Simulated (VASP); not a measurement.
Input of a VASP 6.6.1 run:

Contents of INCAR:

```
SYSTEM = HfMg3
ALGO = Normal
EDIFF = 1E-7
ENCUT = 520
GGA = PE
ISIF = 2
ISMEAR = 1
LASPH = .TRUE.
LCHARG = .FALSE.
LREAL = .FALSE.
LWAVE = .FALSE.
NBANDS = 16
NELM = 60
PREC = Accurate
SIGMA = 0.05
```

File KPOINTS:

```
k-points
0
G
  6 6 7
  0 0 0
```

POSCAR

```
HfMg3
1.0
   -2.2263530000      2.2263530000      4.4846200000
    2.2263530000     -2.2263530000      4.4846200000
    2.2263530000      2.2263530000     -4.4846200000
Mg Hf
3 1
Direct
    0.5000000000      0.5000000000      0.0000000000
    0.2500000000      0.7500000000      0.5000000000
    0.7500000000      0.2500000000      0.5000000000
    0.0000000000      0.0000000000      0.0000000000
```

Potentials or basis: VASP PAW PBE potentials, release 64 (Mg, Hf_pv).

Run with:

```console
$ cat potpaw_PBE.64/Mg/POTCAR potpaw_PBE.64/Hf_pv/POTCAR > POTCAR
$ mpirun -np 1 vasp_std > vasp.out
```

Question: What does it give for the band gap on the k mesh?

Answer: Zero (band 8 reaches 3.75 eV, above the bottom of band 9 at 2.16 eV).

Question: Estimate the pressure.

Answer: -0.1 GPa.

Stress tensor (GPa, compression positive):
```
 0.41  0.00  0.00
 0.00  0.41  0.00
 0.00  0.00 -1.24
```

Caveat: spin-orbit coupling is left out, which moves the levels of the heavy elements.
